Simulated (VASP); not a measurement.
# Co (Cmmm) in VASP: relaxation of cell and atoms with PBE

Aim: the relaxation of cell and atoms of Co with PBE.

All numbers are computed with VASP 6.6.1; they aren't measurements. Logs are shortened: lines on timing, memory, paths and dates and some standing lists are left out, and cuts for length are marked.

## Step 1: The cell of the first run

It takes space group Cmmm (No. 65, orthorhombic). The conventional cell has a = 4.211 Å, b = 6.285 Å, c = 4.760 Å, α = 90.00°, β = 90.00°, γ = 90.00°. Within 2.8 Å of Co (site symmetry 2) lie 6 Co at 2.11 to 2.38 Å. Co (site symmetry mmm) has 8 Co at 2.23 Å within 3.0 Å.

## Step 2: Relaxation of cell and atoms, PBE, collinear spin, ferromagnetic start

INCAR reads:

```
SYSTEM = Co
ALGO = Normal ; EDIFF = 1E-6
EDIFFG = -0.04 ; ENCUT = 600
GGA = PE ; IBRION = 2
ISIF = 3 ; ISMEAR = 0
ISPIN = 2 ; LASPH = .TRUE.
LCHARG = .FALSE. ; LMAXMIX = 4
LORBIT = 11 ; LREAL = .FALSE.
LWAVE = .FALSE. ; MAGMOM = 1.75 1.75 1.75 1.75 1.54
NELM = 150 ; NSW = 90
PREC = Accurate ; SIGMA = 0.1
```

KPOINTS reads:

```
k-points
0
G
  6 6 4
  0 0 0
```

POSCAR reads:

```
Co
1.0
    2.1054143018     -3.1424773313      0.0000000000
    2.1054143018      3.1424773313      0.0000000000
    0.0000000000      0.0000000000      4.7597950454
Co
5
Direct
    0.5000000000      0.0000000000      0.2500000000
    0.0000000000      0.5000000000      0.7500000000
    0.0000000000      0.5000000000      0.2500000000
    0.5000000000      0.0000000000      0.7500000000
    0.0000000000      0.0000000000      0.0000000000
```

Potentials or basis: VASP PAW PBE potentials, release 64 (Co).

Command:

```console
> cat potpaw_PBE.64/Co/POTCAR > POTCAR
> mpirun -np 1 vasp_std > vasp.out
```

OUTCAR:

```text
SYSTEM = Co
   EDIFF = 1E-6
   EDIFFG = -0.04
   ENCUT = 600
   GGA = PE
   IBRION = 2
   ISIF = 3
   ISMEAR = 0
   ISPIN = 2
   LASPH = .TRUE.
   LORBIT = 11
   LREAL = .FALSE.
   NELM = 150
   NSW = 90
   PREC = Accurate

 ion  position               nearest neighbor table
   1  0.500  0.000  0.250-   3 2.11   3 2.11   5 2.23   5 2.23   4 2.38   4 2.38
   2  0.000  0.500  0.750-   4 2.11   4 2.11   5 2.23   5 2.23   3 2.38   3 2.38
   3  0.000  0.500  0.250-   1 2.11   1 2.11   5 2.23   5 2.23   2 2.38   2 2.38
   4  0.500  0.000  0.750-   2 2.11   2 2.11   5 2.23   5 2.23   1 2.38   1 2.38
   5  0.000  0.000  0.000-   1 2.23   2 2.23   3 2.23   4 2.23   2 2.23   3 2.23   1 2.23   4 2.23

  LATTYP: Found a base centered orthorhombic cell.
 ALAT       =     4.2108286036
 B/A-ratio  =     1.4925695758
 C/A-ratio  =     1.1303701702

  Lattice vectors:

 A1 = (   2.1054143018,  -3.1424773313,   0.0000000000)
 A2 = (   2.1054143018,   3.1424773313,   0.0000000000)
 A3 = (   0.0000000000,   0.0000000000,   4.7597950454)

Analysis of symmetry for initial positions (statically):
=====================================================================
 Subroutine PRICEL returns:
 Original cell was already a primitive cell.

 Routine SETGRP: Setting up the symmetry group for a
 base centered orthorhombic supercell.

 Subroutine GETGRP returns: Found  8 space group operations
 (whereof  8 operations were pure point group operations)
 out of a pool of  8 trial point group operations.

The static configuration has the point symmetry D_2h.

Analysis of symmetry for dynamics (positions and initial velocities):
=====================================================================
 Subroutine PRICEL returns:
 Original cell was already a primitive cell.

 Routine SETGRP: Setting up the symmetry group for a
 base centered orthorhombic supercell.

 Subroutine GETGRP returns: Found  8 space group operations
 (whereof  8 operations were pure point group operations)
 out of a pool of  8 trial point group operations.

The dynamic configuration has the point symmetry D_2h.

Analysis of structural, dynamic, and magnetic symmetry:
=====================================================================
 Subroutine PRICEL returns:
 Original cell was already a primitive cell.

 Routine SETGRP: Setting up the symmetry group for a
 base centered orthorhombic supercell.

 Subroutine GETGRP returns: Found  8 space group operations
 (whereof  8 operations were pure point group operations)
 out of a pool of  8 trial point group operations.

The overall configuration has the point symmetry D_2h.

 Subroutine INISYM returns: Found  8 space group operations
 (whereof  8 operations are pure point group operations),
 and found     1 'primitive' translations

----------------------------------------------------------------------------------------

                                     Primitive cell

  volume of cell :      62.9837

  direct lattice vectors                    reciprocal lattice vectors
     2.105414302 -3.142477331  0.000000000     0.237482950 -0.159110137  0.000000000
     2.105414302  3.142477331  0.000000000     0.237482950  0.159110137  0.000000000
     0.000000000  0.000000000  4.759795045     0.000000000  0.000000000  0.210093080

  length of vectors
     3.782582869  3.782582869  4.759795045     0.285856935  0.285856935  0.210093080

  position of ions in fractional coordinates (direct lattice)
     0.500000000  0.000000000  0.250000000
     0.000000000  0.500000000  0.750000000
     0.000000000  0.500000000  0.250000000
     0.500000000  0.000000000  0.750000000
     0.000000000  0.000000000  0.000000000

  ion indices of the primitive-cell ions
   primitive index   ion index
                 1           1
                 2           2
                 3           3
                 4           4
                 5           5

[... 28 lines left out ...]
  0.000000  0.000000  0.000000      1.000000
  0.166667  0.000000  0.000000      4.000000
  0.333333  0.000000  0.000000      4.000000
  0.500000  0.000000  0.000000      2.000000
  0.166667  0.166667  0.000000      2.000000
  0.333333  0.166667  0.000000      4.000000
[... 16 lines left out ...]
  0.333333  0.333333  0.250000      4.000000
  0.500000  0.333333  0.250000      8.000000
 [... further k-points ...]
   k-points           NKPTS =     39   k-points in BZ     NKDIM =     39   number of bands    NBANDS=     31
   number of dos      NEDOS =    301   number of ions     NIONS =      5
   total plane-waves  NPLWV =  36000
   dimension x,y,z NGX =    30 NGY =   30 NGZ =   40
   dimension x,y,z NGXF=    60 NGYF=   60 NGZF=   80
   ions per type =               5
   NGX,Y,Z   is equivalent  to a cutoff of  13.19, 13.19, 13.97 a.u.
   NGXF,Y,Z  is equivalent  to a cutoff of  26.37, 26.37, 27.94 a.u.
 SYSTEM =  Co
   PREC   = accura    normal or accurate (medium, high low for compatibility)
   ISTART =      0    job   : 0-new  1-cont  2-samecut
   ICHARG =      2    charge: 1-file 2-atom 10-const
   ISPIN  =      2    spin polarized calculation?
   LNONCOLLINEAR =      F non collinear calculations
   LSORBIT =      F    spin-orbit coupling
   LASPH  =      T    aspherical Exc in radial PAW
   ENCUT  =  600.0 eV  44.10 Ry    6.64 a.u.   7.55  7.55  9.51*2*pi/ulx,y,z
   NELM   =    150;   NELMIN=  2; NELMDL= -5     # of ELM steps
   EDIFF  = 0.1E-05   stopping-criterion for ELM
   LREAL  =      F    real-space projection
   EDIFFG = -.4E-01   stopping-criterion for IOM
   NSW    =     90    number of steps for IOM
   IBRION =      2    ionic relax: 0-MD 1-quasi-New 2-CG
   NFREE  =      1    steps in history (QN), initial steepest desc. (CG)
   ISIF   =      3    stress and relaxation
   ISYM   =      2    0-nonsym 1-usesym 2-fastsym
   POTIM  = 0.5000    time-step for ionic-motion
   TEBEG  =    0.0;   TEEND  =   0.0 temperature during run
   PSTRESS=    0.0 pullay stress
   NELECT =      45.0000    total number of electrons
   NUPDOWN=      -1.0000    fix difference up-down
   EMIN   =  10.00;   EMAX   =-10.00  energy-range for DOS
   EFERMI =   0.00;   METHOD = LEGACY
   ISMEAR =     0;   SIGMA  =   0.10  broadening in eV -4-tet -1-fermi 0-gaus
   EFERMI_NEDOS =   21; number of points for ismear=-14 and -15
   IALGO  =     38    algorithm
   IMIX   =      4    mixing-type and parameters
     AMIX     =   0.40;   BMIX     =  1.00
     AMIX_MAG =   1.60;   BMIX_MAG =  1.00
  volume/ion in A,a.u.               =      12.60        85.01
  Fermi-wavevector in a.u.,A,eV,Ry     =   1.463535  2.765679 29.142777  2.141934
  Thomas-Fermi vector in A             =   2.579618
   LORBIT       =     11    0 simple, 1 ext, 2 COOP (PROOUT), +10 PAW based schemes
   GGA     = PE    functional components
   LHFCALC =     F    Hartree Fock is set to
   AEXX    =    0.0000 exact exchange contribution
   IVDW    =     0    specifies the selected vdW correction
   LEPSILON=     F    determine dielectric tensor
   LRPA    =     F    only Hartree local field effects (RPA)
 conjugate gradient relaxation of ions
 spin polarized calculation
 Gauss-broadening in eV      SIGMA  =   0.10
  energy-cutoff  :      600.00
  volume of cell :       62.98
 maximum number of plane-waves:      2128
   NGX = 15   NGY = 15   NGZ = 19

--------------------------------------- Ionic step        1  -------------------------------------------

 number of electron      44.9999985 magnetization       7.7566001

 Free energy of the ion-electron system (eV)
  ---------------------------------------------------
  ext. energy  EPLUGINS =         0.00000000
  ---------------------------------------------------
  free energy    TOTEN  =       -29.63770697 eV

  energy without entropy =      -29.60222592  energy(sigma->0) =      -29.61996644

------------------------ aborting loop because EDIFF is reached ----------------------------------------

  FORCE on cell =-STRESS in cart. coord.  units (eV):
  Direction    XX          YY          ZZ          XY          YZ          ZX
  --------------------------------------------------------------------------------------
  -------------------------------------------------------------------------------------
  Total       18.4812675      5.0861971      5.6259240      0.0000000      0.0000000      0.0000000
  in kB      470.1261034    129.3825760    143.1121382      0.0000000      0.0000000      0.0000000
  external PRESSURE =     247.5402725 kB  Pullay stress =       0.0000000 kB
[... 98 lines left out ...]
  FREE ENERGIE OF THE ION-ELECTRON SYSTEM (eV)
  ---------------------------------------------------
  free  energy   TOTEN  =       -30.8182617495 eV

  energy  without entropy=      -30.7871738383  energy(sigma->0) =      -30.80271779

[... ionic steps 4 to 16 ...]

--------------------------------------- Ionic step       17  -------------------------------------------

 number of electron      45.0000014 magnetization       8.8421242

------------------------ aborting loop because EDIFF is reached ----------------------------------------
[... 73 lines left out ...]
--------------------------------------- Ionic step       19  -------------------------------------------

 number of electron      45.0000011 magnetization       8.8623596

 Free energy of the ion-electron system (eV)
  ---------------------------------------------------
  ext. energy  EPLUGINS =         0.00000000
  ---------------------------------------------------
  free energy    TOTEN  =       -31.96049450 eV

  energy without entropy =      -31.93795285  energy(sigma->0) =      -31.94922367

 E-fermi :   8.1156     XC(G=0): -12.2577

 val. band max:        8.1090266344   @ k =  -0.3333   0.1667   0.5000
 cond. band min:       8.1197824822   @ k =  -0.3333   0.3333   0.0000
 fundamental gap:      0.0107558477
 Fermi energy:         8.1156300542

 spin component 1

 k-point     1 :       0.0000    0.0000    0.0000
  band No.  band energies     occupation
      1       0.0193      1.00000
      2       2.8113      1.00000
      3       3.1321      1.00000
      4       3.7954      1.00000
      5       3.9012      1.00000
      6       4.0341      1.00000
[... 805 lines left out ...]
     30      11.9398      0.00000
     31      12.4824      0.00000

 [... further k-points ...]

 spin component 2

 k-point     1 :       0.0000    0.0000    0.0000
  band No.  band energies     occupation
      1       0.1333      1.00000
      2       3.7689      1.00000
      3       4.2598      1.00000
      4       4.8737      1.00000
      5       5.2395      1.00000
      6       5.3859      1.00000
[... 839 lines left out ...]
  FREE ENERGIE OF THE ION-ELECTRON SYSTEM (eV)
  ---------------------------------------------------
  free  energy   TOTEN  =       -31.9604944966 eV

  energy  without entropy=      -31.9379528496  energy(sigma->0) =      -31.94922367

 reached required accuracy - stopping structural energy minimisation

 total charge

# of ion       s       p       d       tot
------------------------------------------
    1        0.499   0.420   7.262   8.181
    2        0.499   0.420   7.262   8.181
    3        0.499   0.420   7.262   8.181
    4        0.499   0.420   7.262   8.181
    5        0.524   0.481   7.263   8.268
--------------------------------------------------
tot          2.519   2.162  36.312  40.993

 magnetization (x)

# of ion       s       p       d       tot
------------------------------------------
    1       -0.006  -0.021   1.819   1.792
    2       -0.006  -0.021   1.819   1.792
    3       -0.006  -0.021   1.819   1.792
    4       -0.006  -0.021   1.819   1.792
    5       -0.012  -0.040   1.794   1.742
--------------------------------------------------
tot         -0.036  -0.124   9.071   8.910
```

Wall time 38 min (1 thread of Intel Xeon Platinum 8488C (Sapphire Rapids), shared host); peak memory 0.31 GiB.

Results:

```yaml
Free_energy: -31.9605 eV
Relaxed_volume: 12.93 Å³/atom
Relaxed_cell: a = 3.408 Å, b = 3.408 Å, c = 5.567 Å, α = 90.00°, β = 90.00°, γ = 90.10°
Space_group_after_relaxing_to_0.05_Å: P4/mmm (No. 123)
Energy_gained_by_relaxing: 464.6 meV/atom
Ionic_steps: 19
Pressure_after_relaxing: -0.2 GPa
Largest_force_after_relaxing: 0.019 eV/Å
Net_moment: 8.86 μB per cell
Site_moments: Co +1.79, +1.74 μB
Valence_electrons_inside_the_program's_atomic_spheres: Co 8.18, 8.27
```

Forces in eV/Å, atoms in the order of the input:
```
Co   0.000  0.000  0.019
Co   0.000  0.000 -0.019
Co   0.000  0.000  0.019
Co   0.000  0.000 -0.019
Co   0.000  0.000  0.000
```

The path:
| step | energy change (eV) | largest force (eV/Å) | pressure (GPa) | volume (Å³) |
| --- | --- | --- | --- | --- |
| 1 | 0.0000 | 1.7759 | 24.75 | 62.98 |
| 2 | -0.7588 | 0.1450 | -14.26 | 82.08 |
| 3 | -1.1806 | 0.3694 | -4.13 | 73.83 |
| 4 | -1.3815 | 0.2025 | -1.94 | 71.29 |
| 5 | -1.4418 | 0.0070 | 0.21 | 69.43 |
| 6 | -1.6417 | 0.1882 | 0.11 | 68.10 |
| 7 | -2.0108 | 0.6571 | 7.59 | 62.90 |
| 8 | -2.0868 | 0.4650 | 3.64 | 64.07 |
| 9 | -2.0893 | 0.4169 | 2.89 | 64.36 |
| 10 | -2.1483 | 0.3457 | 0.86 | 65.08 |
| 11 | -2.2067 | 0.1824 | -3.21 | 66.65 |
| 12 | -2.2492 | 0.1356 | -1.42 | 65.67 |
| 13 | -2.2723 | 0.0731 | 0.87 | 64.59 |
| 14 | -2.2736 | 0.0496 | 1.61 | 64.24 |
| 15 | -2.2949 | 0.0608 | 0.74 | 64.45 |
| 16 | -2.3038 | 0.0666 | 0.06 | 64.65 |
| 17 | -2.3042 | 0.0663 | -0.09 | 64.69 |
| 18 | -2.3174 | 0.0426 | -0.18 | 64.68 |
| 19 | -2.3228 | 0.0194 | -0.23 | 64.65 |

Final structure:
```xyz
5
Lattice="2.4077 -2.4118 0.0000 2.4077 2.4118 0.0000 0.0000 0.0000 5.5669" Properties=species:S:1:pos:R:3 pbc="T T T"
Co    1.2039   -1.2059    1.6515
Co    1.2039    1.2059    3.9155
Co    1.2039    1.2059    1.6515
Co    1.2039   -1.2059    3.9155
Co    0.0000    0.0000    0.0000
```

Levels at points of the mesh, in eV from the Fermi level:
Spin up:
| k point | band 24 | band 25 | band 26 | band 27 | band 28 | band 29 | band 30 | band 31 |
| --- | --- | --- | --- | --- | --- | --- | --- | --- |
| (0.00, 0.00, 0.00) | -0.57 | -0.57 | -0.29 | -0.24 | -0.14 | 4.23 | 4.24 | 9.76 |
| (0.50, 0.00, 0.00) | -1.62 | -1.60 | -1.51 | -0.49 | 1.51 | 2.38 | 2.98 | 3.26 |
| (0.50, 0.50, 0.00) | -0.91 | -0.36 | -0.35 | 0.34 | 2.03 | 2.05 | 2.34 | 3.55 |
| (0.00, 0.00, 0.50) | -1.27 | -0.29 | -0.24 | -0.23 | 2.87 | 6.33 | 6.53 | 6.54 |
| (0.50, 0.00, 0.50) | -1.38 | -1.34 | -0.91 | -0.83 | -0.27 | 0.13 | 6.91 | 8.51 |
| (0.50, 0.50, 0.50) | -1.27 | -0.69 | -0.50 | 0.34 | 1.48 | 2.12 | 2.14 | 2.71 |
Spin down:
| k point | band 16 | band 17 | band 18 | band 19 | band 20 | band 21 |
| --- | --- | --- | --- | --- | --- | --- |
| (0.00, 0.00, 0.00) | -0.09 | 0.11 | 0.58 | 0.59 | 0.63 | 1.05 |
| (0.50, 0.00, 0.00) | -0.53 | -0.51 | -0.23 | -0.16 | -0.15 | 0.13 |
| (0.50, 0.50, 0.00) | -0.11 | -0.09 | 0.29 | 0.37 | 0.38 | 0.60 |
| (0.00, 0.00, 0.50) | -0.63 | 0.14 | 0.38 | 0.38 | 0.70 | 0.71 |
| (0.50, 0.00, 0.50) | -0.94 | -0.70 | -0.62 | -0.21 | -0.11 | 0.07 |
| (0.50, 0.50, 0.50) | -0.53 | -0.31 | -0.02 | 0.09 | 0.11 | 0.33 |
